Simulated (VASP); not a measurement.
Write the native input for VASP 6.6.1 that does the following.

- Task: single point
- Functional: r2SCAN
- Potentials or basis: VASP PAW PBE potentials, release 64 (Zn, O)
- Cutoff: 520 eV
- k mesh: 13 × 13 × 13
- Occupations: fermi-dirac, width 0.1 eV
- Spin: no spin polarisation
- Dipole correction: no
- Further INCAR settings: ALGO = Normal; EDIFF = 1e-06; NBANDS = 16

The system is ZnO (rock salt type).

```
CELL_PARAMETERS angstrom
0.00000 2.10508 2.10508
2.10508 0.00000 2.10508
2.10508 2.10508 0.00000
ATOMIC_POSITIONS crystal
Zn 0.00000 0.00000 0.00000
O 0.50000 0.50000 0.50000
```

These files were run (other wordings do the same):

POSCAR

```
ZnO
1.0
    0.0000000000      2.1050804648      2.1050804648
    2.1050804648      0.0000000000      2.1050804648
    2.1050804648      2.1050804648      0.0000000000
Zn O
1 1
Direct
    0.0000000000      0.0000000000      0.0000000000
    0.5000000000      0.5000000000      0.5000000000
```

INCAR.step1

```
ALGO     = Normal         # electronic algorithm
EDIFF    = 1E-4           # SCF threshold, eV
ENCUT    = 520            # plane-wave cutoff, eV
GGA      = PE             # functional
ISMEAR   = -1             # smearing method
LASPH    = True           # aspherical terms in the spheres
LCHARG   = False          # write CHGCAR
LREAL    = False          # projectors in reciprocal space
LWAVE    = True           # write WAVECAR
NBANDS   = 16             # bands
NELM     = 60             # most SCF steps
PREC     = Accurate       # precision mode
SIGMA    = 0.1            # smearing width, eV
```

INCAR.step2

```
ALGO     = Normal         # electronic algorithm
EDIFF    = 1E-6           # SCF threshold, eV
ENCUT    = 520            # plane-wave cutoff, eV
ISIF     = 2              # what is computed and relaxed
ISMEAR   = -1             # smearing method
ISTART   = 1            
LASPH    = True           # aspherical terms in the spheres
LCHARG   = False          # write CHGCAR
LMIXTAU  = True         
LREAL    = False          # projectors in reciprocal space
LWAVE    = False          # write WAVECAR
METAGGA  = R2SCAN         # meta-GGA
NBANDS   = 16             # bands
NELM     = 60             # most SCF steps
PREC     = Accurate       # precision mode
SIGMA    = 0.1            # smearing width, eV
```

KPOINTS

```
k-points
0
Gamma
  13 13 13
```

Potentials or basis: VASP PAW PBE potentials, release 64 (Zn, O).

Run with:

```console
$ cat potpaw_PBE.64/Zn/POTCAR potpaw_PBE.64/O/POTCAR > POTCAR
$ cp INCAR.step1 INCAR
$ mpirun -np 1 vasp_std > vasp.out
$ cp INCAR.step2 INCAR
$ mpirun -np 1 vasp_std > vasp.out
```

Results of the run:

The pressure is 10.1 GPa. The band gap on the k mesh is 1.77 eV, indirect (least direct gap 3.36 eV).

Caveat: the PAW data sets were made with another functional, which shifts forces and pressure a little.

Run time: 57 s on 1 thread of Intel(R) Xeon(R) Platinum 8375C CPU @ 2.90GHz (Ice Lake) (shared host), peak memory 0.16 GiB.
